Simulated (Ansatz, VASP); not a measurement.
# One calculation of Sc, two programs

The input INCAR:

```
SYSTEM = Sc
PREC = Accurate
ENCUT = 520
EDIFF = 1E-6
ISMEAR = 1
SIGMA = 0.3
LREAL = .FALSE.
LASPH = .TRUE.
NELM = 100
ALGO = Normal
ISIF = 2
LWAVE = .FALSE.
LCHARG = .FALSE.
GGA = PE
NBANDS = 18
```

Contents of KPOINTS:

```
Automatic mesh
0
G
  11 11 6
  0 0 0
```

POSCAR

```
Sc
1.0
    3.3193628924      0.0000000000      0.0000000000
   -1.6596814462      2.8746525892      0.0000000000
    0.0000000000      0.0000000000      5.1842605006
Sc
2
Direct
    0.3333333333      0.6666666667      0.2500000000
    0.6666666667      0.3333333333      0.7500000000
```

Input for Ansatz:

```yaml
crystal:
  lattice:
    - [3.3193628924, 0.0, 0.0]
    - [-1.6596814462, 2.8746525892, 0.0]
    - [0.0, 0.0, 5.1842605006]
  atoms:
    - { symbol: Sc, position: [0.3333333333, 0.6666666667, 0.25] }
    - { symbol: Sc, position: [0.6666666667, 0.3333333333, 0.75] }
hamiltonian:
  xc: pbe
  pseudopotentials:
    kind: paw
    azcp:
      Sc: "pseudopotentials/Sc.paw.azcp"
basis:
  ecutwfc: 420
  fft_grid_basis: typed
kpoints:
  mp_grid: { grid: [11, 11, 6], shift: [0, 0, 0] }
magnetization:
  spin_polarized: false
scf:
  occupations: { method: methfessel_paxton, width: 0.3 }
  lower_state_search: "off"
output:
  stress: true
```

Alike in both runs: task single point; functional PBE; k mesh 11 × 11 × 6; occupations methfessel-paxton of order 1, width 0.3 eV; no spin polarisation.

|  | VASP | Ansatz |
| --- | --- | --- |
| version | VASP 6.6.1 | Ansatz 0.2.0 |
| potentials or method | VASP PAW PBE potentials, release 64 (Sc_sv), cutoff 520 eV | plane waves (420 eV) with PAW, scalar-relativistic |
| valence electrons in the cell | 22 | 22 |

|  | VASP | Ansatz | Ansatz less VASP |
| --- | --- | --- | --- |
| pressure (GPa) | -0.2 | -0.2 | -0.02 |
| traceless stress, the component that is largest in VASP (GPa) | -0.16 | -0.16 | -0.003 |

The functional is the same, so the differences come from potentials, cutoffs and numerics.
